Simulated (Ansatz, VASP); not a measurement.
# Two plane-wave programs on Rb3Ru

The input INCAR:

```
ALGO = Normal
EDIFF = 1E-6
EDIFFG = -0.04
ENCUT = 600
GGA = PE
IBRION = 2
ISIF = 3
ISMEAR = 0
LASPH = True
LCHARG = False
LREAL = False
LWAVE = False
NELM = 80
NSW = 90
PREC = Accurate
SIGMA = 0.1
```

Contents of KPOINTS:

```
k-points
0
Gamma
  3 3 4
```

Contents of POSCAR:

```
Rb3Ru
1.0
    6.2518141400      0.0000000000      0.0000000000
   -3.1259070700      5.4142298700      0.0000000000
    0.0000000000      0.0000000000      4.3787047200
Rb Ru
3 1
Direct
    0.5000000000      0.0000000000      0.0000000000
    0.0000000000      0.5000000000      0.0000000000
    0.5000000000      0.5000000000      0.0000000000
    0.0000000000      0.0000000000      0.0000000000
```

Input for Ansatz:

```yaml
crystal:
  lattice:
    - [6.25181414, 0.0, 0.0]
    - [-3.12590707, 5.41422987, 0.0]
    - [0.0, 0.0, 4.37870472]
  atoms:
    - { symbol: Rb, position: [0.5, 0.0, 0.0] }
    - { symbol: Rb, position: [0.0, 0.5, 0.0] }
    - { symbol: Rb, position: [0.5, 0.5, 0.0] }
    - { symbol: Ru, position: [0.0, 0.0, 0.0] }
basis:
  ecutwfc: 420
kpoints:
  mp_grid: { grid: [3, 3, 4] }
hamiltonian:
  xc: pbe
scf:
  occupations: { method: gaussian, width: 0.1 }
  lower_state_search: "off"
output:
  forces: true
  stress: true
  eigenvalues: true
relax:
  adjacent_minimum: "off"
  f_tol: 0.04
  max_steps: 70
  cell: { stress_tol: 0.4 }
```

Alike in both runs: task relaxation of cell and atoms; functional PBE; k mesh 3 × 3 × 4; occupations gaussian, width 0.1 eV; no spin polarisation.

|  | VASP | Ansatz |
| --- | --- | --- |
| version | VASP 6.6.1 | Ansatz 0.2.0 |
| potentials or method | VASP PAW PBE potentials, release 64 (Rb_sv, Ru_pv), cutoff 600 eV | scalar-relativistic, plane waves, PAW |
| valence electrons in the cell | 41 | 43 |

Ansatz gave:

| Item | Value |
| --- | --- |
| gap on the k mesh at the Fermi level, each at its own relaxed structure (eV) | none |
| relaxed volume (Å³/atom) | 40.49 |
| relaxed length of the cell vector where the two differ most in proportion (Å) | 7.454 |

Task: Which values does VASP return?

Result: gap on the k mesh at the Fermi level, each at its own relaxed structure (eV): none; relaxed volume (Å³/atom): 42.52; relaxed length of the cell vector where the two differ most in proportion (Å): 7.592.

A gap of «none» marks a metal or a gap that the smearing closes. VASP's potentials hold 41 valence electrons a cell and Ansatz's 43, so a difference there can come from the potentials and not from the codes.

The k mesh is coarse, so the values compare programs but aren't converged.
